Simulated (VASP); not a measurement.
Wanted: the native input for a VASP 6.6.1 run.

* Task: single point
* Functional: LDA
* Potentials or basis: VASP PAW LDA potentials, release 64 (Sn_d, Te)
* Cutoff: 520 eV
* k mesh: 6 × 6 × 6
* Occupations: fermi-dirac, width 0.05 eV
* Spin: no spin polarisation
* Dipole correction: no
* Further INCAR settings: ALGO = Normal; EDIFF = 1e-06; NBANDS = 17

The structure of SnTe lies in POSCAR:

```
SnTe
1.0
    0.0000000000      3.1181731320      3.1181731320
    3.1181731320      0.0000000000      3.1181731320
    3.1181731320      3.1181731320      0.0000000000
Sn Te
1 1
Direct
    0.0000000000      0.0000000000      0.0000000000
    0.7500000000      0.7500000000      0.7500000000
```

One way to write it, as run:

INCAR

```
SYSTEM = SnTe
  ALGO = Normal
  EDIFF = 1E-6
  ENCUT = 520
  ISIF = 2
  ISMEAR = -1
  LASPH = .TRUE.
  LCHARG = .FALSE.
  LREAL = .FALSE.
  LWAVE = .FALSE.
  NBANDS = 17
  NELM = 60
  PREC = Accurate
  SIGMA = 0.05
```

KPOINTS

```
k-points
0
G
  6 6 6
  0 0 0
```

Potentials or basis: VASP PAW LDA potentials, release 64 (Sn_d, Te).

Run with:

```console
$ cat potpaw_LDA.64/Sn_d/POTCAR potpaw_LDA.64/Te/POTCAR > POTCAR
$ mpirun -np 1 vasp_std > vasp.out
```

Results of the run:

```yaml
Pressure: 20.0 GPa
Band_gap_on_the_k_mesh: zero (band 10 reaches 7.74 eV, above the bottom of band 11 at 6.60 eV)
```

Caveat: spin-orbit coupling is left out, which moves the levels of the heavy elements.

It took 6.1 s on 1 thread of Intel(R) Xeon(R) 6975P-C (Granite Rapids) (shared host), peak memory 0.17 GiB.
